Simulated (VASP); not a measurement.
Te2Mo: single point with LDA

Te2Mo, a slab with vacuum:

```
CELL_PARAMETERS angstrom
3.56023 0.00000 0.00000
-1.78012 3.08325 0.00000
0.00000 0.00000 17.52406
ATOMIC_POSITIONS crystal
Te 0.33333 0.66667 0.10214
Te 0.33333 0.66667 0.89786
Mo 0.00000 0.00000 0.00000
```

| Item | Value |
| --- | --- |
| Program | VASP 6.6.1 |
| Task | single point |
| Functional | LDA |
| Potentials or basis | VASP PAW LDA potentials, release 64 (Te, Mo_sv) |
| Cutoff | 520 eV |
| k mesh | 12 × 12 × 2 |
| Occupations | gaussian, width 0.01 eV |
| Spin | no spin polarisation |
| Dipole correction | no |
| Further INCAR settings | ALGO = Normal; EDIFF = 1e-07; NBANDS = 20 |

```yaml
Largest_force: 0.370 eV/Å
Band_gap_on_the_k_mesh: 1.04 eV, direct
```

Forces in eV/Å, atoms in the order of the input:
```
Te   0.000  0.000 -0.370
Te   0.000  0.000  0.370
Mo   0.000  0.000  0.000
```

Levels at points of the mesh, in eV from the valence-band top:
| k point | band 9 | band 10 | band 11 | band 12 | band 13 | band 14 | band 15 | band 16 | band 17 | band 18 |
| --- | --- | --- | --- | --- | --- | --- | --- | --- | --- | --- |
| (0.00, 0.00, 0.00) | -1.69 | -1.60 | -0.89 | -0.89 | -0.37 | 3.06 | 3.06 | 3.36 | 3.36 | 4.37 |
| (0.50, 0.00, 0.00) | -3.26 | -2.29 | -1.51 | -0.68 | -0.33 | 1.39 | 1.73 | 3.31 | 3.72 | 3.94 |
| (0.00, 0.00, 0.50) | -1.69 | -1.60 | -0.89 | -0.89 | -0.37 | 3.06 | 3.06 | 3.36 | 3.36 | 4.46 |
| (0.50, 0.00, 0.50) | -3.26 | -2.29 | -1.51 | -0.68 | -0.33 | 1.39 | 1.73 | 3.31 | 3.72 | 3.94 |

It took 3.2 min on 1 thread of Intel(R) Xeon(R) Platinum 8488C (Sapphire Rapids) (shared host), peak memory 0.35 GiB.

Caveat: spin-orbit coupling is left out, which moves the levels of the heavy elements.
